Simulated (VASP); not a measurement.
# O (P4/mmm) in VASP: further runs

Aim: see how the results for O move with the level of theory and the settings. Levels: PBEsol, LDA, BLYP. Tasks: single point.

Everything below comes from runs of VASP 6.6.1. Logs are shortened: lines on timing, memory, paths and dates and some standing lists are left out, and cuts for length are marked.

## Step 1: The cell of the first run

Symmetry: P4/mmm, No. 123, tetragonal system. Conventional cell: a = 1.776 Å, b = 1.776 Å, c = 3.053 Å, α = 90.00°, β = 90.00°, γ = 90.00°. Within 2.4 Å of O (site symmetry 4/mmm) lie 4 O at 1.78 Å.

## Step 2: Single point, PBEsol

The input, INCAR:

```
ALGO     = Normal         # electronic algorithm
EDIFF    = 1E-6           # SCF threshold, eV
ENCUT    = 600            # plane-wave cutoff, eV
GGA      = PS             # functional
GGA_COMPAT= F            
ISIF     = 2              # what is computed and relaxed
ISMEAR   = 0              # smearing method
LASPH    = T              # aspherical terms in the spheres
LCHARG   = T              # write CHGCAR
LELF     = T              # ELF
LREAL    = F              # projectors in reciprocal space
LVHAR    = T            
LWAVE    = F              # write WAVECAR
NBANDS   = 9              # bands
NELM     = 120            # most SCF steps
PREC     = Accurate       # precision mode
SIGMA    = 0.05           # smearing width, eV
```

The input, KPOINTS:

```
k-points
0
Gamma
  17 17 10
```

The input, POSCAR:

```
O
1.0
    1.7755910000      0.0000000000      0.0000000000
    0.0000000000      1.7755910000      0.0000000000
    0.0000000000      0.0000000000      3.0530510000
O
1
Direct
    0.0000000000      0.0000000000      0.0000000000
```

Potentials or basis: VASP PAW PBE potentials, release 64 (O).

Started as:

```
$ cat potpaw_PBE.64/O/POTCAR > POTCAR
$ mpirun -np 1 vasp_std > vasp.out
```

OUTCAR:

```text
EDIFF = 1E-6
   ENCUT = 600
   GGA = PS
   ISIF = 2
   ISMEAR = 0
   LASPH = T
   LREAL = F
   NELM = 120
   PREC = Accurate

 ion  position               nearest neighbor table
   1  0.000  0.000  0.000-

  LATTYP: Found a simple tetragonal cell.
 ALAT       =     1.7755910000
 C/A-ratio  =     1.7194562261

  Lattice vectors:

 A1 = (   1.7755910000,   0.0000000000,   0.0000000000)
 A2 = (   0.0000000000,   1.7755910000,   0.0000000000)
 A3 = (   0.0000000000,   0.0000000000,   3.0530510000)

Analysis of symmetry for initial positions (statically):
=====================================================================
 Subroutine PRICEL returns:
 Original cell was already a primitive cell.

 Routine SETGRP: Setting up the symmetry group for a
 simple tetragonal supercell.

 Subroutine GETGRP returns: Found 16 space group operations
 (whereof 16 operations were pure point group operations)
 out of a pool of 16 trial point group operations.

The static configuration has the point symmetry D_4h.

Analysis of symmetry for dynamics (positions and initial velocities):
=====================================================================
 Subroutine PRICEL returns:
 Original cell was already a primitive cell.

 Routine SETGRP: Setting up the symmetry group for a
 simple tetragonal supercell.

 Subroutine GETGRP returns: Found 16 space group operations
 (whereof 16 operations were pure point group operations)
 out of a pool of 16 trial point group operations.

The dynamic configuration has the point symmetry D_4h.

 Subroutine INISYM returns: Found 16 space group operations
 (whereof 16 operations are pure point group operations),
 and found     1 'primitive' translations

----------------------------------------------------------------------------------------

                                     Primitive cell

  volume of cell :       9.6254

  direct lattice vectors                    reciprocal lattice vectors
     1.775591000  0.000000000  0.000000000     0.563192762  0.000000000  0.000000000
     0.000000000  1.775591000  0.000000000     0.000000000  0.563192762  0.000000000
     0.000000000  0.000000000  3.053051000     0.000000000  0.000000000  0.327541204

  length of vectors
     1.775591000  1.775591000  3.053051000     0.563192762  0.563192762  0.327541204

  position of ions in fractional coordinates (direct lattice)
     0.000000000  0.000000000  0.000000000

  ion indices of the primitive-cell ions
   primitive index   ion index
                 1           1

----------------------------------------------------------------------------------------

 KPOINTS: k-points

Automatic generation of k-mesh.
 Grid dimensions read from file:
 generate k-points for:   17   17   10

 Generating k-lattice:

  Cartesian coordinates                     Fractional coordinates (reciprocal lattice)
     0.033128986  0.000000000  0.000000000     0.058823529  0.000000000  0.000000000
     0.000000000  0.033128986  0.000000000     0.000000000  0.058823529  0.000000000
     0.000000000  0.000000000  0.032754120     0.000000000  0.000000000  0.100000000

  Length of vectors
     0.033128986  0.033128986  0.032754120

  Shift w.r.t. Gamma in fractional coordinates (k-lattice)
     0.000000000  0.000000000  0.000000000

 Subroutine IBZKPT returns following result:
 ===========================================

 Found    270 irreducible k-points:

 Following reciprocal coordinates:
            Coordinates               Weight
  0.000000  0.000000  0.000000      1.000000
  0.058824  0.000000  0.000000      4.000000
  0.117647  0.000000  0.000000      4.000000
  0.176471  0.000000  0.000000      4.000000
  0.235294  0.000000  0.000000      4.000000
  0.294118  0.000000  0.000000      4.000000
[... 16 lines left out ...]
  0.411765  0.117647  0.000000      8.000000
  0.470588  0.117647  0.000000      8.000000
 [... further k-points ...]
   k-points           NKPTS =    270   k-points in BZ     NKDIM =    270   number of bands    NBANDS=      9
   number of dos      NEDOS =    301   number of ions     NIONS =      1
   total plane-waves  NPLWV =   4704
   dimension x,y,z NGX =    14 NGY =   14 NGZ =   24
   dimension x,y,z NGXF=    28 NGYF=   28 NGZF=   48
   ions per type =               1
   NGX,Y,Z   is equivalent  to a cutoff of  13.11, 13.11, 13.07 a.u.
   NGXF,Y,Z  is equivalent  to a cutoff of  26.22, 26.22, 26.14 a.u.
 SYSTEM =  unknown system
   PREC   = accura    normal or accurate (medium, high low for compatibility)
   ISTART =      0    job   : 0-new  1-cont  2-samecut
   ICHARG =      2    charge: 1-file 2-atom 10-const
   ISPIN  =      1    spin polarized calculation?
   LNONCOLLINEAR =      F non collinear calculations
   LSORBIT =      F    spin-orbit coupling
   LASPH  =      T    aspherical Exc in radial PAW
   ENCUT  =  600.0 eV  44.10 Ry    6.64 a.u.   3.55  3.55  6.10*2*pi/ulx,y,z
   NELM   =    120;   NELMIN=  2; NELMDL= -5     # of ELM steps
   EDIFF  = 0.1E-05   stopping-criterion for ELM
   LREAL  =      F    real-space projection
   EDIFFG = 0.1E-04   stopping-criterion for IOM
   NSW    =      0    number of steps for IOM
   IBRION =     -1    ionic relax: 0-MD 1-quasi-New 2-CG
   NFREE  =      0    steps in history (QN), initial steepest desc. (CG)
   ISIF   =      2    stress and relaxation
   ISYM   =      2    0-nonsym 1-usesym 2-fastsym
   POTIM  = 0.5000    time-step for ionic-motion
   TEBEG  =    0.0;   TEEND  =   0.0 temperature during run
   PSTRESS=    0.0 pullay stress
   NELECT =       6.0000    total number of electrons
   NUPDOWN=      -1.0000    fix difference up-down
   EMIN   =  10.00;   EMAX   =-10.00  energy-range for DOS
   EFERMI =   0.00;   METHOD = LEGACY
   ISMEAR =     0;   SIGMA  =   0.05  broadening in eV -4-tet -1-fermi 0-gaus
   EFERMI_NEDOS =   21; number of points for ismear=-14 and -15
   IALGO  =     38    algorithm
   IMIX   =      4    mixing-type and parameters
     AMIX     =   0.40;   BMIX     =  1.00
     AMIX_MAG =   1.60;   BMIX_MAG =  1.00
  volume/ion in A,a.u.               =       9.63        64.96
  Fermi-wavevector in a.u.,A,eV,Ry     =   1.398466  2.642718 26.609014  1.955707
  Thomas-Fermi vector in A             =   2.521621
   LORBIT       =      0    0 simple, 1 ext, 2 COOP (PROOUT), +10 PAW based schemes
   GGA     = PS    functional components
   LHFCALC =     F    Hartree Fock is set to
   AEXX    =    0.0000 exact exchange contribution
   IVDW    =     0    specifies the selected vdW correction
   LEPSILON=     F    determine dielectric tensor
   LRPA    =     F    only Hartree local field effects (RPA)
 non-spin polarized calculation
 Gauss-broadening in eV      SIGMA  =   0.05
  energy-cutoff  :      600.00
  volume of cell :        9.63
 maximum number of plane-waves:       333
   NGX =  7   NGY =  7   NGZ = 13

 number of electron       6.0000005 magnetization

 Free energy of the ion-electron system (eV)
  ---------------------------------------------------
  ext. energy  EPLUGINS =         0.00000000
  ---------------------------------------------------
  free energy    TOTEN  =        -3.73282581 eV

  energy without entropy =       -3.73158095  energy(sigma->0) =       -3.73220338

 E-fermi :   0.6881     XC(G=0): -10.5746

 val. band max:        0.6814514243   @ k =   0.1765   0.0000   0.1000
 cond. band min:       0.6969282695   @ k =   0.4118   0.2941   0.0000
 fundamental gap:      0.0154768452
 Fermi energy:         0.6881353048

 k-point     1 :       0.0000    0.0000    0.0000
  band No.  band energies     occupation
      1     -22.3296      2.00000
      2      -4.0260      2.00000
      3       4.2898      0.00000
      4       4.2898      0.00000
      5       8.9697      0.00000
      6      28.4462      0.00000
      7      30.2384      0.00000
      8      34.4748      0.00000
      9      52.4555      0.00000

 k-point     2 :       0.0588    0.0000    0.0000
  band No.  band energies     occupation
      1     -22.2121      2.00000
      2      -3.9317      2.00000
      3       3.8192      0.00000
      4       4.3359      0.00000
      5       9.1271      0.00000
      6      28.3427      0.00000
      7      30.3839      0.00000
      8      34.7515      0.00000
      9      50.0195      0.00000

 k-point     3 :       0.1176    0.0000    0.0000
  band No.  band energies     occupation
      1     -21.8622      2.00000
      2      -3.6552      2.00000
      3       2.5264      0.00000
      4       4.4693      0.00000
      5       9.5938      0.00000
      6      28.0016      0.00000
      7      30.7274      0.00000
      8      35.3684      0.00000
      9      46.7327      0.00000

 k-point     4 :       0.1765    0.0000    0.0000
  band No.  band energies     occupation
      1     -21.2876      2.00000
      2      -3.2159      2.00000
      3       0.6750      1.28943
      4       4.6753      0.00000
      5      10.3631      0.00000
      6      27.3529      0.00000
      7      31.0337      0.00000
      8      35.6499      0.00000
      9      44.2770      0.00000
[... 205 lines left out ...]
 k-point    22 :       0.3529    0.1176    0.0000
  band No.  band energies     occupation
      1     -18.0299      2.00000
      2      -5.4322      2.00000
      3      -1.0741      2.00000
      4       4.0172      0.00000
      5      15.0246      0.00000
      6      24.2812      0.00000
      7      26.7412      0.00000
      8      34.7213      0.00000
      9      39.2941      0.00000

 k-point    23 :       0.4118    0.1176    0.0000
  band No.  band energies     occupation
      1     -16.9886      2.00000
      2      -7.1774      2.00000
      3      -0.5757      2.00000
      4       4.2706      0.00000
      5      16.9373      0.00000
      6      23.2902      0.00000
      7      24.1305      0.00000
      8      34.6115      0.00000
      9      39.0551      0.00000

 k-point    24 :       0.4706    0.1176    0.0000
  band No.  band energies     occupation
      1     -16.2682      2.00000
      2      -8.2596      2.00000
      3      -0.2919      2.00000
      4       4.4101      0.00000
      5      19.0901      0.00000
      6      21.5776      0.00000
      7      22.7232      0.00000
      8      34.5616      0.00000
      9      38.9969      0.00000

 [... further k-points ...]

------------------------ aborting loop because EDIFF is reached ----------------------------------------

  FORCE on cell =-STRESS in cart. coord.  units (eV):
  Direction    XX          YY          ZZ          XY          YZ          ZX
  --------------------------------------------------------------------------------------
  -------------------------------------------------------------------------------------
  Total       -0.1229797     -0.1229797      0.0798613      0.0000000      0.0000000      0.0000000
  in kB      -20.4702873    -20.4702873     13.2931220      0.0000000      0.0000000      0.0000000
  external PRESSURE =      -9.2158175 kB  Pullay stress =       0.0000000 kB

 VOLUME and BASIS-vectors are now :
 -----------------------------------------------------------------------------
  energy-cutoff  :      600.00
  volume of cell :        9.63
      direct lattice vectors                 reciprocal lattice vectors
     1.775591000  0.000000000  0.000000000     0.563192762  0.000000000  0.000000000
     0.000000000  1.775591000  0.000000000     0.000000000  0.563192762  0.000000000
     0.000000000  0.000000000  3.053051000     0.000000000  0.000000000  0.327541204

 POSITION                                       TOTAL-FORCE (eV/Angst)
 -----------------------------------------------------------------------------------
      0.00000      0.00000      0.00000         0.000000      0.000000      0.000000
 -----------------------------------------------------------------------------------
    total drift:                               -0.000000     -0.000000      0.000000

  FREE ENERGIE OF THE ION-ELECTRON SYSTEM (eV)
  ---------------------------------------------------
  free  energy   TOTEN  =        -3.7328258130 eV

  energy  without entropy=       -3.7315809511  energy(sigma->0) =       -3.73220338
```

Run time: 23 s. Hardware: 1 thread of Intel Xeon Platinum 8375C at 2.90GHz (Ice Lake), shared host; peak memory 0.13 GiB.

What came out:

- Free energy: -3.7328 eV
- Pressure: -0.9 GPa
- Band gap on the k mesh: zero (bands 3 and 4 overlap by 5.51 eV)

Stress tensor (GPa, compression positive):
```
-2.05  0.00  0.00
 0.00 -2.05  0.00
 0.00  0.00  1.33
```

Caveat: the PAW data sets were made with another functional, which shifts forces and pressure a little.

(Part 1 of 2 ends here.)
